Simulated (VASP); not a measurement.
# SnO2 (P4_2/mnm) in VASP: notebook, part 2 of 2

VASP 6.6.1. The steps go on from the part before.

**3. Single point, PBE**

Contents of INCAR:

```
ALGO     = Normal         # electronic algorithm
EDIFF    = 1E-6           # SCF threshold, eV
ENCUT    = 520            # plane-wave cutoff, eV
GGA      = PE             # functional
ISIF     = 2              # what is computed and relaxed
ISMEAR   = -1             # smearing method
LASPH    = True           # aspherical terms in the spheres
LCHARG   = False          # write CHGCAR
LREAL    = False          # projectors in reciprocal space
LWAVE    = False          # write WAVECAR
NBANDS   = 35             # bands
NELM     = 60             # most SCF steps
PREC     = Accurate       # precision mode
SIGMA    = 0.05           # smearing width, eV
```

Contents of KPOINTS:

```
k-points
0
Gamma
  6 6 8
```

Contents of POSCAR:

```
SnO2
1.0
    4.8270189723      0.0000000000      0.0000000000
    0.0000000000      4.8270189723      0.0000000000
    0.0000000000      0.0000000000      3.2380738332
Sn O
2 4
Direct
    0.5000000000      0.5000000000      0.5000000000
    0.0000000000      0.0000000000      0.0000000000
    0.8065858714      0.1934141286      0.5000000000
    0.6934141286      0.6934141286      0.0000000000
    0.1934141286      0.8065858714      0.5000000000
    0.3065858714      0.3065858714      0.0000000000
```

Potentials or basis: VASP PAW PBE potentials, release 64 (Sn_d, O).

Command:

```console
cat potpaw_PBE.64/Sn_d/POTCAR potpaw_PBE.64/O/POTCAR > POTCAR
mpirun -np 1 vasp_std > vasp.out
```

OUTCAR:

```text
EDIFF = 1E-6
   ENCUT = 520
   GGA = PE
   ISIF = 2
   ISMEAR = -1
   LASPH = True
   LREAL = False
   NELM = 60
   PREC = Accurate

 ion  position               nearest neighbor table
   1  0.500  0.500  0.500-   4 2.09   6 2.09   4 2.09   6 2.09   5 2.09   3 2.09
   2  0.000  0.000  0.000-   3 2.09   5 2.09   3 2.09   5 2.09   4 2.09   6 2.09
   3  0.807  0.193  0.500-   2 2.09   2 2.09   1 2.09
   4  0.693  0.693  0.000-   1 2.09   1 2.09   2 2.09
   5  0.193  0.807  0.500-   2 2.09   2 2.09   1 2.09
   6  0.307  0.307  0.000-   1 2.09   1 2.09   2 2.09

  LATTYP: Found a simple tetragonal cell.
 ALAT       =     4.8270189723
 C/A-ratio  =     0.6708226862

  Lattice vectors:

 A1 = (   4.8270189723,   0.0000000000,   0.0000000000)
 A2 = (   0.0000000000,   4.8270189723,   0.0000000000)
 A3 = (   0.0000000000,   0.0000000000,   3.2380738332)

Analysis of symmetry for initial positions (statically):
=====================================================================
 Subroutine PRICEL returns:
 Original cell was already a primitive cell.

 Routine SETGRP: Setting up the symmetry group for a
 simple tetragonal supercell.

 Subroutine GETGRP returns: Found 16 space group operations
 (whereof  8 operations were pure point group operations)
 out of a pool of 16 trial point group operations.

The static configuration has the point symmetry D_2h.
 The point group associated with its full space group is D_4h.

Analysis of symmetry for dynamics (positions and initial velocities):
=====================================================================
 Subroutine PRICEL returns:
 Original cell was already a primitive cell.

 Routine SETGRP: Setting up the symmetry group for a
 simple tetragonal supercell.

 Subroutine GETGRP returns: Found 16 space group operations
 (whereof  8 operations were pure point group operations)
 out of a pool of 16 trial point group operations.

The dynamic configuration has the point symmetry D_2h.
 The point group associated with its full space group is D_4h.

 Subroutine INISYM returns: Found 16 space group operations
 (whereof  8 operations are pure point group operations),
 and found     1 'primitive' translations

----------------------------------------------------------------------------------------

                                     Primitive cell

  volume of cell :      75.4475

  direct lattice vectors                    reciprocal lattice vectors
     4.827018972  0.000000000  0.000000000     0.207167199  0.000000000  0.000000000
     0.000000000  4.827018972  0.000000000     0.000000000  0.207167199  0.000000000
     0.000000000  0.000000000  3.238073833     0.000000000  0.000000000  0.308825571

  length of vectors
     4.827018972  4.827018972  3.238073833     0.207167199  0.207167199  0.308825571

  position of ions in fractional coordinates (direct lattice)
     0.500000000  0.500000000  0.500000000
     0.000000000  0.000000000  0.000000000
     0.806585871  0.193414129  0.500000000
     0.693414129  0.693414129  0.000000000
     0.193414129  0.806585871  0.500000000
     0.306585871  0.306585871  0.000000000

  ion indices of the primitive-cell ions
   primitive index   ion index
[... 32 lines left out ...]

 Following reciprocal coordinates:
            Coordinates               Weight
  0.000000  0.000000  0.000000      1.000000
  0.166667  0.000000  0.000000      4.000000
  0.333333  0.000000  0.000000      4.000000
  0.500000  0.000000  0.000000      2.000000
  0.166667  0.166667  0.000000      4.000000
  0.333333  0.166667  0.000000      8.000000
[... 16 lines left out ...]
  0.333333  0.000000  0.250000      8.000000
  0.500000  0.000000  0.250000      4.000000
 [... further k-points ...]
   k-points           NKPTS =     50   k-points in BZ     NKDIM =     50   number of bands    NBANDS=     35
   number of dos      NEDOS =    301   number of ions     NIONS =      6
   total plane-waves  NPLWV =  31104
   dimension x,y,z NGX =    36 NGY =   36 NGZ =   24
   dimension x,y,z NGXF=    72 NGYF=   72 NGZF=   48
   ions per type =               2   4
   NGX,Y,Z   is equivalent  to a cutoff of  12.40, 12.40, 12.32 a.u.
   NGXF,Y,Z  is equivalent  to a cutoff of  24.80, 24.80, 24.64 a.u.
 SYSTEM =  unknown system
   PREC   = accura    normal or accurate (medium, high low for compatibility)
   ISTART =      0    job   : 0-new  1-cont  2-samecut
   ICHARG =      2    charge: 1-file 2-atom 10-const
   ISPIN  =      1    spin polarized calculation?
   LNONCOLLINEAR =      F non collinear calculations
   LSORBIT =      F    spin-orbit coupling
   LASPH  =      T    aspherical Exc in radial PAW
   ENCUT  =  520.0 eV  38.22 Ry    6.18 a.u.   8.98  8.98  6.02*2*pi/ulx,y,z
   NELM   =     60;   NELMIN=  2; NELMDL= -5     # of ELM steps
   EDIFF  = 0.1E-05   stopping-criterion for ELM
   LREAL  =      F    real-space projection
   EDIFFG = 0.1E-04   stopping-criterion for IOM
   NSW    =      0    number of steps for IOM
   IBRION =     -1    ionic relax: 0-MD 1-quasi-New 2-CG
   NFREE  =      0    steps in history (QN), initial steepest desc. (CG)
   ISIF   =      2    stress and relaxation
   ISYM   =      2    0-nonsym 1-usesym 2-fastsym
   POTIM  = 0.5000    time-step for ionic-motion
   TEBEG  =    0.0;   TEEND  =   0.0 temperature during run
   PSTRESS=    0.0 pullay stress
   NELECT =      52.0000    total number of electrons
   NUPDOWN=      -1.0000    fix difference up-down
   EMIN   =  10.00;   EMAX   =-10.00  energy-range for DOS
   EFERMI =   0.00;   METHOD = LEGACY
   ISMEAR =    -1;   SIGMA  =   0.05  broadening in eV -4-tet -1-fermi 0-gaus
   EFERMI_NEDOS =   21; number of points for ismear=-14 and -15
   IALGO  =     38    algorithm
   IMIX   =      4    mixing-type and parameters
     AMIX     =   0.40;   BMIX     =  1.00
     AMIX_MAG =   1.60;   BMIX_MAG =  1.00
  volume/ion in A,a.u.               =      12.57        84.86
  Fermi-wavevector in a.u.,A,eV,Ry     =   1.446087  2.732708 28.452054  2.091167
  Thomas-Fermi vector in A             =   2.564195
   LORBIT       =      0    0 simple, 1 ext, 2 COOP (PROOUT), +10 PAW based schemes
   GGA     = PE    functional components
   LHFCALC =     F    Hartree Fock is set to
   AEXX    =    0.0000 exact exchange contribution
   IVDW    =     0    specifies the selected vdW correction
   LEPSILON=     F    determine dielectric tensor
   LRPA    =     F    only Hartree local field effects (RPA)
 non-spin polarized calculation
  energy-cutoff  :      520.00
  volume of cell :       75.45
 maximum number of plane-waves:      2060
 NGX is ok and might be reduce to    36
   NGX = 17   NGY = 17   NGZ = 13

 number of electron      52.0000002 magnetization

 Free energy of the ion-electron system (eV)
  ---------------------------------------------------
  ext. energy  EPLUGINS =         0.00000000
  ---------------------------------------------------
  free energy    TOTEN  =       -37.31089837 eV

  energy without entropy =      -37.31088908  energy(sigma->0) =      -37.31089373

 E-fermi :   5.8826     XC(G=0): -10.9770

 val. band max:        5.5334512109   @ k =   0.0000   0.0000   0.0000
 cond. band min:       6.2044727390   @ k =   0.0000   0.0000   0.0000
 fundamental gap:      0.6710215281
 Fermi energy:         5.8825729692

 k-point     1 :       0.0000    0.0000    0.0000
  band No.  band energies     occupation
      1     -15.5021      2.00000
      2     -14.8374      2.00000
      3     -14.6440      2.00000
      4     -14.6168      2.00000
      5     -14.6168      2.00000
      6     -14.5511      2.00000
[... 901 lines left out ...]
     34      17.5228      0.00000
     35      17.8035      0.00000

 [... further k-points ...]

------------------------ aborting loop because EDIFF is reached ----------------------------------------

  FORCE on cell =-STRESS in cart. coord.  units (eV):
  Direction    XX          YY          ZZ          XY          YZ          ZX
  --------------------------------------------------------------------------------------
  -------------------------------------------------------------------------------------
  Total        0.2577588      0.2577588      0.3946170     -0.0000000      0.0000000      0.0000000
  in kB        5.4736788      5.4736788      8.3799538     -0.0000000      0.0000000      0.0000000
  external PRESSURE =       6.4424371 kB  Pullay stress =       0.0000000 kB

 VOLUME and BASIS-vectors are now :
 -----------------------------------------------------------------------------
  energy-cutoff  :      520.00
  volume of cell :       75.45
      direct lattice vectors                 reciprocal lattice vectors
     4.827018972  0.000000000  0.000000000     0.207167199  0.000000000  0.000000000
     0.000000000  4.827018972  0.000000000     0.000000000  0.207167199  0.000000000
     0.000000000  0.000000000  3.238073833     0.000000000  0.000000000  0.308825571

 POSITION                                       TOTAL-FORCE (eV/Angst)
 -----------------------------------------------------------------------------------
      2.41351      2.41351      1.61904         0.000000     -0.000000      0.000000
      0.00000      0.00000      0.00000         0.000000     -0.000000      0.000000
      3.89341      0.93361      1.61904        -0.012886      0.012886      0.000000
      3.34712      3.34712      0.00000         0.012886      0.012886      0.000000
      0.93361      3.89341      1.61904         0.012886     -0.012886     -0.000000
      1.47990      1.47990      0.00000        -0.012886     -0.012886     -0.000000
 -----------------------------------------------------------------------------------
    total drift:                                0.000000      0.000000      0.000000

  FREE ENERGIE OF THE ION-ELECTRON SYSTEM (eV)
  ---------------------------------------------------
  free  energy   TOTEN  =       -37.3108983717 eV

  energy  without entropy=      -37.3108890807  energy(sigma->0) =      -37.31089373
```

Run time: 50 s. Hardware: 1 thread of Intel Xeon 6975P-C (Granite Rapids), shared host; peak memory 0.24 GiB.

What came out:

```
Free energy            : -37.3109 eV
Pressure               : 0.6 GPa
Largest force          : 0.018 eV/Å
Band gap on the k mesh : 0.67 eV
```

Forces on the atoms (eV/Å):
```
Sn   0.000  0.000  0.000
Sn   0.000  0.000  0.000
O   -0.013  0.013  0.000
O    0.013  0.013  0.000
O    0.013 -0.013  0.000
O   -0.013 -0.013  0.000
```

Caveat: spin-orbit coupling is left out, which moves the levels of the heavy elements. As with any semilocal functional, this PBE gap is likely too small.
